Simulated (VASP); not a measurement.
# CaSe (Fm-3m) in VASP: notebook, part 2 of 2

VASP 6.6.1.

**3. Single point, PBE**

INCAR

```
SYSTEM = CaSe
ALGO     = Normal         ! electronic algorithm
EDIFF    = 1E-6           ! SCF threshold, eV
ENCUT    = 500            ! plane-wave cutoff, eV
GGA      = PE             ! functional
GGA_COMPAT= .False.      
ISIF     = 2              ! what is computed and relaxed
ISMEAR   = -1             ! smearing method
LASPH    = .True.         ! aspherical terms in the spheres
LCHARG   = .False.        ! write CHGCAR
LREAL    = .False.        ! projectors in reciprocal space
LWAVE    = .False.        ! write WAVECAR
NBANDS   = 15             ! bands
NELM     = 120            ! most SCF steps
PREC     = Accurate       ! precision mode
SIGMA    = 0.1            ! smearing width, eV
```

KPOINTS

```
k-points
0
Gamma
  2 2 2
  0 0 0
```

POSCAR

```
CaSe
1.0
    0.0000000000      2.9702381052      2.9702381052
    2.9702381052      0.0000000000      2.9702381052
    2.9702381052      2.9702381052      0.0000000000
Ca Se
1 1
Direct
    0.0000000000      0.0000000000      0.0000000000
    0.5000000000      0.5000000000      0.5000000000
```

Potentials or basis: VASP PAW PBE potentials, release 64 (Ca_sv, Se).

Run with:

```console
$ cat potpaw_PBE.64/Ca_sv/POTCAR potpaw_PBE.64/Se/POTCAR > POTCAR
$ mpirun -np 1 vasp_std > vasp.out
```

Run time: 6 s. Hardware: 1 thread of Intel Xeon Platinum 8259CL at 2.50GHz (Skylake/Cascade Lake), shared host; peak memory 0.17 GiB.

Results (log left out):

- Free energy: -8.7936 eV
- Pressure: 3.8 GPa
- Band gap on the k mesh: 1.86 eV (least direct gap 2.81 eV)

Levels at points of the mesh, in eV from the valence-band top:
```csv
k point,band 6,band 7,band 8,band 9,band 10,band 11
"(0.00, 0.00, 0.00)",0.00,0.00,0.00,3.20,3.47,3.47
"(0.50, 0.00, 0.00)",-3.32,-1.22,-1.22,4.39,5.20,5.20
"(0.50, 0.50, 0.00)",-2.55,-0.95,-0.95,1.86,4.75,4.82
```

Caveat: the k points lie up to 0.92 Å⁻¹ apart, too coarse for converged energies, forces and pressures.

**4. Single point, PBE**

This run uses another cell than the first one, of 30.14 Å³/atom.

INCAR

```
PREC = Accurate
ENCUT = 500
EDIFF = 1E-6
ISMEAR = 0
SIGMA = 0.01
LREAL = F
LASPH = T
NELM = 120
ALGO = Normal
ISIF = 2
LWAVE = F
LCHARG = F
GGA = PE
NBANDS = 15
GGA_COMPAT = F
```

KPOINTS

```
regular mesh
0
Gamma
  2 2 2
```

POSCAR

```
CaSe
1.0
    0.0000000000      3.1118874333      3.1118874333
    3.1118874333      0.0000000000      3.1118874333
    3.1118874333      3.1118874333      0.0000000000
Ca Se
1 1
Direct
    0.0000000000      0.0000000000      0.0000000000
    0.5000000000      0.5000000000      0.5000000000
```

Potentials or basis: VASP PAW PBE potentials, release 64 (Ca_sv, Se).

Run with:

```console
$ cat potpaw_PBE.64/Ca_sv/POTCAR potpaw_PBE.64/Se/POTCAR > POTCAR
$ mpirun -np 1 vasp_std > vasp.out
```

OUTCAR:

```text
PREC = Accurate
   ENCUT = 500
   EDIFF = 1E-6
   ISMEAR = 0
   LREAL = F
   LASPH = T
   NELM = 120
   ISIF = 2
   GGA = PE

 ion  position               nearest neighbor table
   1  0.000  0.000  0.000-
   2  0.500  0.500  0.500-

  LATTYP: Found a face centered cubic cell.
 ALAT       =     6.2237748666

  Lattice vectors:

 A1 = (   0.0000000000,   3.1118874333,   3.1118874333)
 A2 = (   3.1118874333,   0.0000000000,   3.1118874333)
 A3 = (   3.1118874333,   3.1118874333,   0.0000000000)

Analysis of symmetry for initial positions (statically):
=====================================================================
 Subroutine PRICEL returns:
 Original cell was already a primitive cell.

 Routine SETGRP: Setting up the symmetry group for a
 face centered cubic supercell.

 Subroutine GETGRP returns: Found 48 space group operations
 (whereof 48 operations were pure point group operations)
 out of a pool of 48 trial point group operations.

The static configuration has the point symmetry O_h .

Analysis of symmetry for dynamics (positions and initial velocities):
=====================================================================
 Subroutine PRICEL returns:
 Original cell was already a primitive cell.

 Routine SETGRP: Setting up the symmetry group for a
 face centered cubic supercell.

 Subroutine GETGRP returns: Found 48 space group operations
 (whereof 48 operations were pure point group operations)
 out of a pool of 48 trial point group operations.

The dynamic configuration has the point symmetry O_h .

 Subroutine INISYM returns: Found 48 space group operations
 (whereof 48 operations are pure point group operations),
 and found     1 'primitive' translations

----------------------------------------------------------------------------------------

                                     Primitive cell

  volume of cell :      60.2701

[... 93 lines left out ...]
   AEXX    =    0.0000 exact exchange contribution
   IVDW    =     0    specifies the selected vdW correction
   LEPSILON=     F    determine dielectric tensor
   LRPA    =     F    only Hartree local field effects (RPA)
 non-spin polarized calculation
 Gauss-broadening in eV      SIGMA  =   0.01
  energy-cutoff  :      500.00
  volume of cell :       60.27
 maximum number of plane-waves:      1538
   NGX = 17   NGY = 17   NGZ = 17

 number of electron      15.9999995 magnetization

 Free energy of the ion-electron system (eV)
  ---------------------------------------------------
  ext. energy  EPLUGINS =         0.00000000
  ---------------------------------------------------
  free energy    TOTEN  =        -8.80329678 eV

  energy without entropy =       -8.80329678  energy(sigma->0) =       -8.80329678

 E-fermi :   1.7907     XC(G=0):  -8.4402

 val. band max:        1.7048002486   @ k =   0.0000   0.0000   0.0000
 cond. band min:       3.8464391324   @ k =   0.5000   0.5000   0.0000
 fundamental gap:      2.1416388838
 Fermi energy:         1.7907471216

 k-point     1 :       0.0000    0.0000    0.0000
  band No.  band energies     occupation
      1     -38.8239      2.00000
      2     -19.7907      2.00000
      3     -19.7907      2.00000
      4     -19.7907      2.00000
      5      -9.5747      2.00000
      6       1.7048      2.00000
      7       1.7048      2.00000
      8       1.7048      2.00000
      9       4.2208      0.00000
     10       5.1853      0.00000
     11       5.1853      0.00000
     12       5.1853      0.00000
     13       5.5953      0.00000
     14       5.5953      0.00000
[... 23 lines left out ...]
      2     -19.8310      2.00000
      3     -19.8072      2.00000
      4     -19.8072      2.00000
      5      -9.1418      2.00000
      6      -0.4862      2.00000
      7       0.8883      2.00000
      8       0.8883      2.00000
      9       3.8464      0.00000
     10       5.9463      0.00000
     11       6.1892      0.00000
     12       6.8421      0.00000
     13       6.9567      0.00000
     14       6.9567      0.00000
     15      10.7711      0.00000

------------------------ aborting loop because EDIFF is reached ----------------------------------------

  FORCE on cell =-STRESS in cart. coord.  units (eV):
  Direction    XX          YY          ZZ          XY          YZ          ZX
  --------------------------------------------------------------------------------------
  -------------------------------------------------------------------------------------
  Total       -0.9885114     -0.9885114     -0.9885114      0.0000000      0.0000000     -0.0000000
  in kB      -26.2778982    -26.2778982    -26.2778982      0.0000000      0.0000000     -0.0000000
  external PRESSURE =     -26.2778982 kB  Pullay stress =       0.0000000 kB

 VOLUME and BASIS-vectors are now :
 -----------------------------------------------------------------------------
  energy-cutoff  :      500.00
  volume of cell :       60.27
      direct lattice vectors                 reciprocal lattice vectors
     0.000000000  3.111887433  3.111887433    -0.160674192  0.160674192  0.160674192
     3.111887433  0.000000000  3.111887433     0.160674192 -0.160674192  0.160674192
     3.111887433  3.111887433  0.000000000     0.160674192  0.160674192 -0.160674192

 POSITION                                       TOTAL-FORCE (eV/Angst)
 -----------------------------------------------------------------------------------
      0.00000      0.00000      0.00000        -0.000000     -0.000000     -0.000000
      3.11189      3.11189      3.11189         0.000000      0.000000      0.000000
 -----------------------------------------------------------------------------------
    total drift:                                0.000000     -0.000000     -0.000000

  FREE ENERGIE OF THE ION-ELECTRON SYSTEM (eV)
  ---------------------------------------------------
  free  energy   TOTEN  =        -8.8032967849 eV

  energy  without entropy=       -8.8032967849  energy(sigma->0) =       -8.80329678
```

OSZICAR:

```text
N       E                     dE             d eps       ncg     rms          rms(c)
DAV:   1     0.112019270715E+03    0.11202E+03   -0.71656E+03    90   0.923E+02
DAV:   2    -0.427985264062E+01   -0.11630E+03   -0.11073E+03   125   0.245E+02
DAV:   3    -0.893143790160E+01   -0.46516E+01   -0.46175E+01    97   0.465E+01
DAV:   4    -0.909458636814E+01   -0.16315E+00   -0.16309E+00   150   0.747E+00
DAV:   5    -0.909503007928E+01   -0.44371E-03   -0.44371E-03    97   0.448E-01    0.473E+00
DAV:   6    -0.879796072674E+01    0.29707E+00   -0.44217E-01    97   0.312E+00    0.277E+00
DAV:   7    -0.879079744726E+01    0.71633E-02   -0.21902E-01   119   0.243E+00    0.102E+00
DAV:   8    -0.880251593044E+01   -0.11718E-01   -0.23316E-02    90   0.109E+00    0.133E-01
DAV:   9    -0.880287054553E+01   -0.35462E-03   -0.19185E-03   125   0.330E-01    0.934E-02
DAV:  10    -0.880323024276E+01   -0.35970E-03   -0.37453E-04    90   0.114E-01    0.281E-02
DAV:  11    -0.880329551682E+01   -0.65274E-04   -0.13425E-04    90   0.816E-02    0.985E-03
DAV:  12    -0.880329678329E+01   -0.12665E-05   -0.97467E-06   119   0.214E-02    0.207E-03
DAV:  13    -0.880329678490E+01   -0.16055E-08   -0.25021E-07    52   0.324E-03
   1 F= -.88032968E+01 E0= -.88032968E+01  d E =-.175651E-34
```

stdout:

```text
POSCAR found type information on POSCAR CaSe
 POSCAR found :  2 types and       2 ions
 scaLAPACK will be used
 LDA part: xc-table for (Slater+PW92), standard interpolation
 POSCAR, INCAR and KPOINTS ok, starting setup
 FFT: planning ... GRIDC
 FFT: planning ... GRID_SOFT
 FFT: planning ... GRID
 WAVECAR not read
 entering main loop
```

Wall time 6.4 s (1 thread of Intel Xeon Platinum 8259CL at 2.50GHz (Skylake/Cascade Lake), shared host); peak memory 0.17 GiB.

Results:

```
Free energy            : -8.8033 eV
Pressure               : -2.6 GPa
Band gap on the k mesh : 2.14 eV (least direct gap 2.52 eV)
```

Caveat: the k points lie up to 0.87 Å⁻¹ apart, too coarse for converged energies, forces and pressures.

**5. Overview**

```tsv
cell	k mesh	smearing	gap on the mesh (eV)	pressure (GPa)
a = 4.201 Å, angles 60.0°, 2 atoms	1 × 1 × 1	methfessel-paxton 0.11 eV	-	35.1
a = 4.201 Å, angles 60.0°, 2 atoms	2 × 2 × 2	fermi-dirac 0.1 eV	1.86	3.8
a = 4.401 Å, angles 60.0°, 2 atoms	2 × 2 × 2	gaussian 0.01 eV	2.14	-2.6
```

Alike in all rows: task single point; level PBE; potentials or basis VASP PAW PBE potentials, release 64 (Ca_sv, Se); no spin polarisation; cutoff (eV) 500.

Caveats: all runs use coarse meshes.

Total energies depend on the potentials used, so only differences within one code and one set of settings carry meaning.
